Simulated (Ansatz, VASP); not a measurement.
# Two plane-wave programs on BaTe

Contents of INCAR:

```
ALGO     = Normal         # electronic algorithm
EDIFF    = 1E-7           # SCF threshold, eV
ENCUT    = 520            # plane-wave cutoff, eV
GGA      = PS             # functional
ISIF     = 2              # what is computed and relaxed
ISMEAR   = 0              # smearing method
LASPH    = True           # aspherical terms in the spheres
LCHARG   = False          # write CHGCAR
LREAL    = False          # projectors in reciprocal space
LWAVE    = False          # write WAVECAR
NBANDS   = 15             # bands
NELM     = 80             # most SCF steps
PREC     = Accurate       # precision mode
SIGMA    = 0.05           # smearing width, eV
```

The input KPOINTS:

```
k-points
0
Gamma
  8 8 8
```

POSCAR

```
BaTe
1.0
    0.0520709611      3.4713974052      3.4713974052
    3.5234683663      0.0000000000      3.5234683663
    3.4713974052      3.4713974052      0.0520709611
Ba Te
1 1
Direct
    0.0000000000      0.0000000000      0.0000000000
    0.5000000000      0.5000000000      0.5000000000
```

Input for Ansatz:

```yaml
crystal:
  lattice:
    - [0.0520709611, 3.4713974052, 3.4713974052]
    - [3.5234683663, 0.0, 3.5234683663]
    - [3.4713974052, 3.4713974052, 0.0520709611]
  atoms:
    - { symbol: Ba, position: [0.0, 0.0, 0.0] }
    - { symbol: Te, position: [0.5, 0.5, 0.5] }
basis:
  ecutwfc: 420
kpoints:
  mp_grid: { grid: [8, 8, 8] }
hamiltonian:
  xc: pbesol
scf:
  occupations: { method: gaussian, width: 0.05 }
output:
  forces: true
  stress: true
  eigenvalues: true
```

Change from the starting cell: strain +0.0300 x Voigt [0, 0, 0, 0, 1, 0], atoms carried along.

Alike in both runs: task single point; functional PBEsol; k mesh 8 × 8 × 8; occupations gaussian, width 0.05 eV; no spin polarisation.

|  | VASP | Ansatz |
| --- | --- | --- |
| version | VASP 6.6.1 | Ansatz 0.2.0 |
| potentials or method | VASP PAW PBE potentials, release 64 (Ba_sv, Te), cutoff 520 eV | scalar-relativistic, plane waves, PAW |
| valence electrons in the cell | 16 | 26 |

VASP gave:

* gap on the k mesh at the Fermi level (eV): 1.32
* least direct gap on the mesh (eV): 1.69
* pressure (GPa): 0.4
* traceless stress, the component that is largest in VASP (GPa): -0.33

**Question.** What did Ansatz give for the same quantities?

**Answer.** gap on the k mesh at the Fermi level (eV): 1.41; least direct gap on the mesh (eV): 1.75; pressure (GPa): 0.0; traceless stress, the component that is largest in VASP (GPa): -0.33.

VASP's potentials were made for PBE, not for PBEsol. With one functional, cell and mesh, what is left measures potentials, basis and numerics. VASP's potentials hold 16 valence electrons a cell and Ansatz's 26, so a difference there can come from the potentials and not from the codes.

Neither program's run includes spin-orbit coupling.
